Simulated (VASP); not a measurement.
# KBr (Fm-3m) in VASP: a series of runs, part 2 of 2

VASP 6.6.1. The steps go on from the part before.

## Step 4: Single point, HSE06

Contents of POSCAR:

```
KBr
1.0
    0.0000000000      3.3024386828      3.3024386828
    3.3024386828      0.0000000000      3.3024386828
    3.3024386828      3.3024386828      0.0000000000
K Br
1 1
Direct
    0.0000000000      0.0000000000      0.0000000000
    0.5000000000      0.5000000000      0.5000000000
```

Contents of INCAR.step1:

```
SYSTEM = KBr
  ALGO = Normal
  EDIFF = 1E-5
  ENCUT = 520
  GGA = PE
  ISIF = 2
  ISMEAR = 0
  LASPH = .True.
  LREAL = .False.
  LWAVE = .True.
  NBANDS = 15
  NELM = 80
  PREC = Accurate
  SIGMA = 0.01
```

Contents of INCAR.step2:

```
SYSTEM = KBr
  ALGO = Normal
  EDIFF = 1E-7
  ENCUT = 520
  GGA = PE
  HFSCREEN = 0.2079
  ISIF = 2
  ISMEAR = 0
  ISTART = 1
  LASPH = .True.
  LCHARG = .True.
  LELF = .True.
  LHFCALC = .True.
  LREAL = .False.
  LVHAR = .True.
  LWAVE = .False.
  NBANDS = 15
  NELM = 80
  PREC = Accurate
  PRECFOCK = Normal
  SIGMA = 0.01
```

Contents of KPOINTS:

```
k-points
0
Gamma
  2 2 2
  0 0 0
```

Command:

```sh
$ cat potpaw_PBE.64/K_sv/POTCAR potpaw_PBE.64/Br/POTCAR > POTCAR
$ cp INCAR.step1 INCAR
$ mpirun -np 1 vasp_std > vasp.out
$ cp INCAR.step2 INCAR
$ mpirun -np 1 vasp_std > vasp.out
```

Run time: 23 s. Hardware: 1 thread of Intel Xeon 6975P-C (Granite Rapids), shared host; peak memory 0.3 GiB.

It converged, with:

```yaml
Free_energy: -7.1164 eV
Pressure: 0.7 GPa
Band_gap_on_the_k_mesh: 5.63 eV, direct
```

Levels at points of the mesh, in eV from the valence-band top:
| k point | band 4 | band 5 | band 6 | band 7 | band 8 | band 9 | band 10 | band 11 | band 12 | band 13 |
| --- | --- | --- | --- | --- | --- | --- | --- | --- | --- | --- |
| (0.00, 0.00, 0.00) | -12.16 | -12.16 | 0.00 | 0.00 | 0.00 | 5.63 | 8.96 | 8.96 | 8.96 | 9.89 |
| (0.50, 0.00, 0.00) | -12.16 | -11.88 | -1.20 | -0.34 | -0.34 | 7.77 | 9.59 | 11.35 | 11.35 | 11.37 |
| (0.50, 0.50, 0.00) | -12.19 | -12.19 | -0.84 | -0.30 | -0.30 | 7.08 | 8.48 | 10.79 | 10.94 | 11.27 |

Caveat: the k points lie up to 0.82 Å⁻¹ apart; the PAW data sets were made with another functional, which shifts forces and pressure a little.

## Step 5: Single point, PBE-based screened hybrid

POSCAR is that of step 4.

Contents of INCAR.step1:

```
SYSTEM = KBr
PREC = Accurate ; ENCUT = 520
EDIFF = 1E-5 ; ISMEAR = 0
SIGMA = 0.01 ; LREAL = .False.
LASPH = .True. ; NELM = 100
ALGO = Normal ; ISIF = 2
LWAVE = .True. ; LCHARG = .False.
GGA = PE ; NBANDS = 15
```

Contents of INCAR.step2:

```
SYSTEM = KBr
PREC = Accurate ; ENCUT = 520
EDIFF = 1E-6 ; ISMEAR = 0
SIGMA = 0.01 ; LREAL = .False.
LASPH = .True. ; NELM = 100
ALGO = Normal ; ISIF = 2
LWAVE = .False. ; LCHARG = .False.
GGA = PE ; LHFCALC = .True.
AEXX = 0.05 ; HFSCREEN = 0.2078
PRECFOCK = Normal ; ISTART = 1
NBANDS = 15
```

Contents of KPOINTS:

```
Automatic mesh
0
Gamma
  4 4 4
  0 0 0
```

Command:

```sh
$ cat potpaw_PBE.64/K_sv/POTCAR potpaw_PBE.64/Br/POTCAR > POTCAR
$ cp INCAR.step1 INCAR
$ mpirun -np 1 vasp_std > vasp.out
$ cp INCAR.step2 INCAR
$ mpirun -np 1 vasp_std > vasp.out
```

It took 2.4 min on 1 thread of Intel Xeon 6975P-C (Granite Rapids), shared host; peak memory 0.31 GiB.

Results (log left out):

```
Free energy            : -6.4025 eV
Pressure               : 0.7 GPa
Band gap on the k mesh : 4.66 eV, direct
```

Levels at points of the mesh, in eV from the valence-band top:
```csv
k point,band 6,band 7,band 8,band 9,band 10,band 11
"(0.00, 0.00, 0.00)",0.00,0.00,0.00,4.66,7.88,7.88
"(0.50, 0.00, 0.00)",-1.19,-0.33,-0.33,6.81,8.50,10.08
"(0.50, 0.50, 0.00)",-0.82,-0.29,-0.29,6.11,7.45,9.68
```

Caveat: the PAW data sets were made with another functional, which shifts forces and pressure a little.

## Step 6: Single point, PBE-based global hybrid

POSCAR is that of step 5.

Contents of INCAR.step1:

```
PREC = Accurate ; ENCUT = 520
EDIFF = 1E-5 ; ISMEAR = 0
SIGMA = 0.01 ; LREAL = False
LASPH = True ; NELM = 100
ALGO = Normal ; ISIF = 2
LWAVE = True ; LCHARG = False
NBANDS = 15 ; GGA = PE
```

Contents of INCAR.step2:

```
PREC = Accurate ; ENCUT = 520
EDIFF = 1E-6 ; ISMEAR = 0
SIGMA = 0.01 ; LREAL = False
LASPH = True ; NELM = 100
ALGO = Normal ; ISIF = 2
LWAVE = False ; LCHARG = False
GGA = PE ; LHFCALC = True
AEXX = 0.05 ; PRECFOCK = Normal
NBANDS = 15 ; ISTART = 1
```

Contents of KPOINTS:

```
Automatic mesh
0
Gamma
  4 4 4
```

Potentials or basis: VASP PAW PBE potentials, release 64 (K_sv, Br).

Command:

```sh
$ cat potpaw_PBE.64/K_sv/POTCAR potpaw_PBE.64/Br/POTCAR > POTCAR
$ cp INCAR.step1 INCAR
$ mpirun -np 1 vasp_std > vasp.out
$ cp INCAR.step2 INCAR
$ mpirun -np 1 vasp_std > vasp.out
```

Wall time 2.4 min (1 thread of Intel Xeon 6975P-C (Granite Rapids), shared host); peak memory 0.21 GiB.

The run converged. Its results:

* Free energy: -6.5063 eV
* Pressure: 0.7 GPa
* Band gap on the k mesh: 4.80 eV, direct

Levels at points of the mesh, in eV from the valence-band top:
| k point | band 4 | band 5 | band 6 | band 7 | band 8 | band 9 | band 10 | band 11 | band 12 | band 13 |
| --- | --- | --- | --- | --- | --- | --- | --- | --- | --- | --- |
| (0.00, 0.00, 0.00) | -11.44 | -11.44 | 0.00 | 0.00 | 0.00 | 4.80 | 8.03 | 8.03 | 8.03 | 8.88 |
| (0.50, 0.00, 0.00) | -11.44 | -11.19 | -1.19 | -0.33 | -0.33 | 6.96 | 8.65 | 10.24 | 10.24 | 10.48 |
| (0.50, 0.50, 0.00) | -11.47 | -11.47 | -0.83 | -0.29 | -0.29 | 6.25 | 7.60 | 9.84 | 9.90 | 10.15 |

Caveat: the PAW data sets were made with another functional, which shifts forces and pressure a little.

## Step 7: Single point, HSE06

POSCAR is that of step 6.

Contents of INCAR.step1:

```
ALGO = Normal
EDIFF = 1E-5
ENCUT = 520
GGA = PE
ISIF = 2
ISMEAR = 1
LASPH = True
LCHARG = False
LREAL = False
LWAVE = True
NBANDS = 15
NELM = 60
PREC = Accurate
SIGMA = 0.05
```

Contents of INCAR.step2:

```
ALGO = Normal
EDIFF = 1E-6
ENCUT = 520
GGA = PE
HFSCREEN = 0.2079
ISIF = 2
ISMEAR = 1
ISTART = 1
LASPH = True
LCHARG = False
LHFCALC = True
LREAL = False
LWAVE = False
NBANDS = 15
NELM = 60
PREC = Accurate
PRECFOCK = Normal
SIGMA = 0.05
```

Contents of KPOINTS:

```
k-points
0
Gamma
  4 4 4
```

Command:

```sh
$ cat potpaw_PBE.64/K_sv/POTCAR potpaw_PBE.64/Br/POTCAR > POTCAR
$ cp INCAR.step1 INCAR
$ mpirun -np 1 vasp_std > vasp.out
$ cp INCAR.step2 INCAR
$ mpirun -np 1 vasp_std > vasp.out
```

It took 3.4 min on 1 thread of Intel Xeon 6975P-C (Granite Rapids), shared host; peak memory 0.32 GiB.

The run converged. Its results:

| Item | Value |
| --- | --- |
| Free energy | -7.1694 eV |
| Pressure | 0.4 GPa |
| Band gap on the k mesh | 5.59 eV, direct |

Levels at points of the mesh, in eV from the valence-band top:
| k point | band 5 | band 6 | band 7 | band 8 | band 9 | band 10 | band 11 | band 12 |
| --- | --- | --- | --- | --- | --- | --- | --- | --- |
| (0.00, 0.00, 0.00) | -12.09 | 0.00 | 0.00 | 0.00 | 5.59 | 8.97 | 8.97 | 8.97 |
| (0.50, 0.00, 0.00) | -11.84 | -1.23 | -0.34 | -0.34 | 7.74 | 9.58 | 11.37 | 11.37 |
| (0.50, 0.50, 0.00) | -12.13 | -0.86 | -0.31 | -0.31 | 7.07 | 8.48 | 10.77 | 10.97 |

Caveat: the PAW data sets were made with another functional, which shifts forces and pressure a little.

## Step 8: The runs side by side

```csv
level,k mesh,smearing,grid for exact exchange (PRECFOCK),screening parameter,share of exact exchange,gap on the mesh (eV),pressure (GPa)
PBE,2 × 2 × 2,gaussian 0.01 eV,-,-,-,4.39,1.3
HSE06,2 × 2 × 2,gaussian 0.01 eV,Normal,0.2079 1/Å,-,5.63,0.7
PBE-based screened hybrid,4 × 4 × 4,gaussian 0.01 eV,Normal,0.2078 1/Å,0.05,4.66,0.7
PBE-based global hybrid,4 × 4 × 4,gaussian 0.01 eV,Normal,-,0.05,4.80,0.7
HSE06,4 × 4 × 4,methfessel-paxton 0.05 eV,Normal,0.2079 1/Å,-,5.59,0.4
```

Alike in all rows: task single point; potentials or basis VASP PAW PBE potentials, release 64 (K_sv, Br); no spin polarisation; cell as given; cutoff (eV) 520.

Caveats: some runs use coarse meshes; the PAW data sets were made with another functional, which shifts forces and pressure a little (some runs).

Absolute energies hang on the potentials; compare differences alone.
